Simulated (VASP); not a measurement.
Set up this calculation in VASP 6.6.1, as the native input.

```yaml
Task: single point
Functional: r2SCAN
Dispersion: rVV10
Potentials_or_basis: VASP PAW PBE potentials, release 64 (Sn_d, Se)
Cutoff: 520 eV
k_mesh: 8 × 8 × 5
Occupations: fermi-dirac, width 0.05 eV
Spin: no spin polarisation
Dipole_correction: no
Further_INCAR_settings: ALGO = Normal; EDIFF = 1e-06; NBANDS = 20
```

The system is SnSe2.

```xyz
3
Lattice="3.8265 0.0000 0.0000 -1.9132 3.3138 0.0000 0.0000 0.0000 6.2266" Properties=species:S:1:pos:R:3 pbc="T T T"
Sn    0.0000    0.0000    0.0000
Se    1.9132    1.1046    4.6513
Se    0.0000    2.2092    1.5753
```

One way to write it, as run:

POSCAR

```
SnSe2
1.0
    3.8264613639      0.0000000000      0.0000000000
   -1.9132306819      3.3138127477      0.0000000000
    0.0000000000      0.0000000000      6.2265859715
Sn Se
1 2
Direct
    0.0000000000      0.0000000000      0.0000000000
    0.6666666667      0.3333333333      0.7470061554
    0.3333333333      0.6666666667      0.2529938446
```

INCAR.step1

```
SYSTEM = SnSe2
ALGO = Normal
EDIFF = 1E-4
ENCUT = 520
GGA = PE
ISMEAR = -1
LASPH = .True.
LCHARG = .False.
LREAL = .False.
LWAVE = .True.
NBANDS = 20
NELM = 80
PREC = Accurate
SIGMA = 0.05
```

INCAR.step2

```
SYSTEM = SnSe2
ALGO = Normal
BPARAM = 11.95
CPARAM = 0.0093
EDIFF = 1E-6
ENCUT = 520
ISIF = 2
ISMEAR = -1
ISTART = 1
IVDW_NL = 2
LASPH = .True.
LCHARG = .False.
LMIXTAU = .True.
LREAL = .False.
LUSE_VDW = .True.
LWAVE = .False.
METAGGA = R2SCAN
NBANDS = 20
NELM = 80
PREC = Accurate
SIGMA = 0.05
```

KPOINTS

```
k-points
0
Gamma
  8 8 5
  0 0 0
```

Potentials or basis: VASP PAW PBE potentials, release 64 (Sn_d, Se).

Command:

```bash
$ cat potpaw_PBE.64/Sn_d/POTCAR potpaw_PBE.64/Se/POTCAR > POTCAR
$ cp INCAR.step1 INCAR
$ mpirun -np 1 vasp_std > vasp.out
$ cp INCAR.step2 INCAR
$ mpirun -np 1 vasp_std > vasp.out
```

Results of the run:

```yaml
Pressure: 0.2 GPa
Largest_force: 0.030 eV/Å
Band_gap_on_the_k_mesh: 0.99 eV (least direct gap 1.50 eV)
```

Caveat: the PAW data sets were made with another functional, which shifts forces and pressure a little; spin-orbit coupling is left out, which moves the levels of the heavy elements; an odd mesh through Γ misses points on the zone boundary, where band edges can lie.

Wall time 3 min on 1 thread of Intel(R) Xeon(R) 6975P-C (Granite Rapids) (shared host), peak memory 0.37 GiB.
